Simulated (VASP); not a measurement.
# InAs in VASP: notebook, part 2 of 2

VASP 6.6.1.

### Step 3. Single point, PBEsol

Contents of INCAR:

```
PREC = Accurate
ENCUT = 520
EDIFF = 1E-7
ISMEAR = 0
SIGMA = 0.1
LREAL = False
LASPH = True
NELM = 80
ALGO = Normal
ISIF = 2
LWAVE = False
LCHARG = False
LDIPOL = True
IDIPOL = 3
DIPOL = 0.5 0.5 0.500
GGA = PS
NBANDS = 46
```

Contents of KPOINTS:

```
regular mesh
0
Gamma
  9 9 1
```

Contents of POSCAR:

```
InAs
1.0
    4.3044884346      0.0000000000      0.0000000000
   -2.1522442173      3.7277963347      0.0000000000
    0.0000000000      0.0000000000     26.4224502910
As In
4 4
Direct
    0.0000000000      0.0000000000      0.2815968825
    0.3333333333      0.6666666667      0.4177767306
    0.6666666667      0.3333333333      0.5513737355
    0.0000000000      0.0000000000      0.6861921376
    0.3333333333      0.6666666667      0.3148399896
    0.6666666667      0.3333333333      0.4490521881
    0.0000000000      0.0000000000      0.5828876308
    0.3333333333      0.6666666667      0.7162807053
```

Potentials or basis: VASP PAW PBE potentials, release 64 (As, In_d).

Command:

```bash
cat potpaw_PBE.64/As/POTCAR potpaw_PBE.64/In_d/POTCAR > POTCAR
mpirun -np 1 vasp_std > vasp.out
```

OUTCAR:

```text
PREC = Accurate
   ENCUT = 520
   EDIFF = 1E-7
   ISMEAR = 0
   LREAL = False
   LASPH = True
   NELM = 80
   ISIF = 2
   GGA = PS

 ion  position               nearest neighbor table
   1  0.000  0.000  0.282-   5 2.64   5 2.64   5 2.64
   2  0.333  0.667  0.418-   6 2.62   6 2.62   6 2.62   5 2.72
   3  0.667  0.333  0.551-   7 2.62   7 2.62   7 2.62   6 2.70
   4  0.000  0.000  0.686-   8 2.61   8 2.61   8 2.61   7 2.73
   5  0.333  0.667  0.315-   1 2.64   1 2.64   1 2.64   2 2.72
   6  0.667  0.333  0.449-   2 2.62   2 2.62   2 2.62   3 2.70
   7  0.000  0.000  0.583-   3 2.62   3 2.62   3 2.62   4 2.73
   8  0.333  0.667  0.716-   4 2.61   4 2.61   4 2.61

  LATTYP: Found a hexagonal cell.
 ALAT       =     4.3044884346
 C/A-ratio  =     6.1383485384

  Lattice vectors:

[... 786 lines left out ...]
  external PRESSURE =       0.1153695 kB  Pullay stress =       0.0000000 kB

 VOLUME and BASIS-vectors are now :
 -----------------------------------------------------------------------------
  energy-cutoff  :      520.00
  volume of cell :      423.98
      direct lattice vectors                 reciprocal lattice vectors
     4.304488435  0.000000000  0.000000000     0.232315643  0.134127499  0.000000000
    -2.152244217  3.727796335  0.000000000     0.000000000  0.268254998  0.000000000
     0.000000000  0.000000000 26.422450291     0.000000000  0.000000000  0.037846604

 POSITION                                       TOTAL-FORCE (eV/Angst)
 -----------------------------------------------------------------------------------
      0.00000      0.00000      7.44048        -0.000000      0.000000     -0.009234
     -0.00000      2.48520     11.03868         0.000000      0.000000     -0.004591
      2.15224      1.24260     14.56865         0.000000     -0.000000     -0.001055
      0.00000      0.00000     18.13088        -0.000000      0.000000     -0.006554
     -0.00000      2.48520      8.31884         0.000000     -0.000000      0.001801
      2.15224      1.24260     11.86506        -0.000000      0.000000      0.001846
      0.00000      0.00000     15.40132        -0.000000     -0.000000      0.003707
     -0.00000      2.48520     18.92589         0.000000     -0.000000      0.014079
 -----------------------------------------------------------------------------------
    total drift:                               -0.000000      0.000000      0.000571

  FREE ENERGIE OF THE ION-ELECTRON SYSTEM (eV)
  ---------------------------------------------------
  free  energy   TOTEN  =       -31.9604390349 eV

  energy  without entropy=      -31.9322119155  energy(sigma->0) =      -31.94632548

 vacuum level on the upper side and lower side of the slab         3.523         5.842
```

OSZICAR:

```text
N       E                     dE             d eps       ncg     rms          rms(c)
DAV:   1     0.632404089909E+03    0.63240E+03   -0.30656E+04  1152   0.144E+03
DAV:   2     0.434772946538E+02   -0.58893E+03   -0.57485E+03  1192   0.362E+02
DAV:   3    -0.299636680236E+02   -0.73441E+02   -0.72133E+02  1334   0.164E+02
DAV:   4    -0.338083890351E+02   -0.38447E+01   -0.38312E+01  1338   0.402E+01
[... 46 lines left out ...]
DAV:  51    -0.319604377789E+02   -0.79053E-06   -0.41539E-08   860   0.125E-03    0.173E-03
DAV:  52    -0.319604383170E+02   -0.53813E-06   -0.11398E-07   832   0.669E-04    0.624E-04
DAV:  53    -0.319604386634E+02   -0.34635E-06   -0.13157E-07   814   0.585E-04    0.313E-04
DAV:  54    -0.319604389569E+02   -0.29358E-06   -0.12836E-08   764   0.356E-04    0.479E-04
DAV:  55    -0.319604390349E+02   -0.77935E-07   -0.48581E-09   834   0.328E-04
   1 F= -.31960439E+02 E0= -.31946325E+02  d E =-.282271E-01
```

stdout:

```text
POSCAR found type information on POSCAR AsIn
 POSCAR found :  2 types and       8 ions
 scaLAPACK will be used
 -----------------------------------------------------------------------------
|                                                                             |
|                                                                             |
|     You enforced a specific xc type in the INCAR file but a different       |
|     I HOPE YOU KNOW WHAT YOU ARE DOING!                                     |
|                                                                             |
 -----------------------------------------------------------------------------

 LDA part: xc-table for (Slater+PW92), standard interpolation
 POSCAR, INCAR and KPOINTS ok, starting setup
 FFT: planning ... GRIDC
 FFT: planning ... GRID_SOFT
 FFT: planning ... GRID
 WAVECAR not read
 entering main loop
```

It took 31 min on 1 thread of Intel Xeon 8259CL, shared host; peak memory 0.59 GiB.

Results:

| Item | Value |
| --- | --- |
| Free energy | -31.9604 eV |
| Largest force | 0.014 eV/Å |
| Band gap on the k mesh | zero (bands 36 and 37 overlap by 0.28 eV) |

Forces on the atoms (eV/Å):
```
As   0.000  0.000 -0.009
As   0.000  0.000 -0.005
As   0.000  0.000 -0.001
As   0.000  0.000 -0.007
In   0.000  0.000  0.002
In   0.000  0.000  0.002
In   0.000  0.000  0.004
In   0.000  0.000  0.014
```

Levels at points of the mesh, in eV from the Fermi level:
```tsv
k point	band 33	band 34	band 35	band 36	band 37	band 38	band 39	band 40
(0.00, 0.00, 0.00)	-0.50	-0.50	0.01	0.28	0.28	0.40	0.88	1.37
```

Caveat: the PAW data sets were made with another functional, which shifts forces and pressure a little; spin-orbit coupling is left out, which moves the levels of the heavy elements.
